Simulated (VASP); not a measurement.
A run of VASP 6.6.1 is set up as follows.

File INCAR:

```
SYSTEM = MgZr2O3
ALGO = Normal
EDIFF = 1E-7
ENCUT = 520
GGA = PE
ISIF = 2
ISMEAR = 0
LASPH = .TRUE.
LCHARG = .FALSE.
LREAL = .FALSE.
LWAVE = .FALSE.
NBANDS = 31
NELM = 60
PREC = Accurate
SIGMA = 0.1
```

The input KPOINTS:

```
k-points
0
G
  12 12 12
  0 0 0
```

Contents of POSCAR:

```
MgZr2O3
1.0
   -1.7875949140      1.7875949140      6.7095725628
    1.7875949140     -1.7875949140      6.7095725628
    1.7875949140      1.7875949140     -6.7095725628
Mg Zr O
1 2 3
Direct
    0.0000000000      0.0000000000      0.0000000000
    0.6594456817      0.6594456817      0.0000000000
    0.3405543183      0.3405543183      0.0000000000
    0.7500000000      0.2500000000      0.5000000000
    0.5000000000      0.5000000000      0.0000000000
    0.2500000000      0.7500000000      0.5000000000
```

Potentials or basis: VASP PAW PBE potentials, release 64 (Mg, Zr_sv, O).

Launch:

```bash
$ cat potpaw_PBE.64/Mg/POTCAR potpaw_PBE.64/Zr_sv/POTCAR potpaw_PBE.64/O/POTCAR > POTCAR
$ mpirun -np 1 vasp_std > vasp.out
```

Problem. Estimate the pressure.

Solution. 0.1 GPa.

Problem. Predict the largest force.

Solution. 0.027 eV/Å.

Problem. What does it give for the band gap on the k mesh?

Solution. Zero (bands 22 and 23 overlap by 0.16 eV).

Stress tensor (GPa, compression positive):
```
0.03 0.00 0.00
0.00 0.03 0.00
0.00 0.00 0.22
```
